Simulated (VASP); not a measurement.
Slab: WS2, a slab with vacuum.

```
CELL_PARAMETERS angstrom
3.18352 0.00000 0.00000
-1.59176 2.75701 0.00000
0.00000 0.00000 16.95058
ATOMIC_POSITIONS crystal
W 0.33333 0.66667 0.00000
S 0.66667 0.33333 0.90800
S 0.66667 0.33333 0.09200
```

Base run:

```yaml
Program: VASP 6.6.1
Functional: PBEsol
Potentials_or_basis: VASP PAW PBE potentials, release 64 (W_sv, S)
Cutoff: 520 eV
k_mesh: 8 × 8 × 2
Occupations: gaussian, width 0.1 eV
Spin: no spin polarisation
```

Its results: band gap on the k mesh 2.07 eV, indirect (least direct gap 2.25 eV); largest force 0.104 eV/Å.

Problem. After a change of settings the same cell gave: band gap on the k mesh 1.99 eV, indirect (least direct gap 2.15 eV); largest force 0.104 eV/Å. Which change was it?
A. k mesh from 8 × 8 × 2 to 5 × 5 × 1; further incar settings from ALGO = Normal; EDIFF = 1e-06; NBANDS = 20 to ALGO = Normal; EDIFF = 1e-07; NBANDS = 20
B. k mesh from 8 × 8 × 2 to 3 × 3 × 1; further incar settings from ALGO = Normal; EDIFF = 1e-06; NBANDS = 20 to ALGO = Normal; EDIFF = 1e-07; NBANDS = 20
C. k mesh from 8 × 8 × 2 to 4 × 4 × 1; further incar settings from ALGO = Normal; EDIFF = 1e-06; NBANDS = 20 to ALGO = Normal; EDIFF = 1e-07; NBANDS = 20
D. k mesh from 8 × 8 × 2 to 10 × 10 × 2

Solution. D.

Caveats: the PAW data sets were made with another functional, which shifts forces and pressure a little; spin-orbit coupling is left out, which moves the levels of the heavy elements.
